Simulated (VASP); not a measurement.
**GePbSe2: single point with PBE**

The system is GePbSe2.

```
Ge Se Pb
1.0
     4.19498    0.00000    0.00000
     0.00000    4.19498    0.00000
     0.00000    0.00000    5.94538
Ge Se Pb
1 2 1
Direct
  0.00000 0.00000 0.00000
  0.00000 0.00000 0.50000
  0.50000 0.50000 0.00000
  0.50000 0.50000 0.50000
```

```
Program             : VASP 6.6.1
Task                : single point
Functional          : PBE
Potentials or basis : VASP PAW PBE potentials, release 64 (Ge_d, Se, Pb_d)
Cutoff              : 520 eV
k mesh              : 6 × 6 × 4
Occupations         : fermi-dirac, width 0.02 eV
Spin                : non-collinear spin, zero start, spin-orbit coupling
Starting moments    : [[0.0, 0.0, 0.0], [0.0, 0.0, 0.0], [0.0, 0.0, 0.0], [0.0, 0.0, 0.0]] μB
```

The pressure is 0.9 GPa. The net moment is 0.00 μB per cell and the valence electrons inside the program's atomic spheres are Ge 11.99; Se 3.81, 3.77; Pb 11.92.

Stress tensor (GPa, compression positive):
```
0.86 0.00 0.00
0.00 0.86 0.00
0.00 0.00 1.03
```

Moments on the atoms (μB; x, y, z):
```
Ge  0.00 0.00 0.00
Se  0.00 0.00 0.00
Se  0.00 0.00 0.00
Pb  0.00 0.00 0.00
```

It used 270 s of CPU time on 1 thread of Intel(R) Xeon(R) Platinum 8488C (Sapphire Rapids), on a shared host.
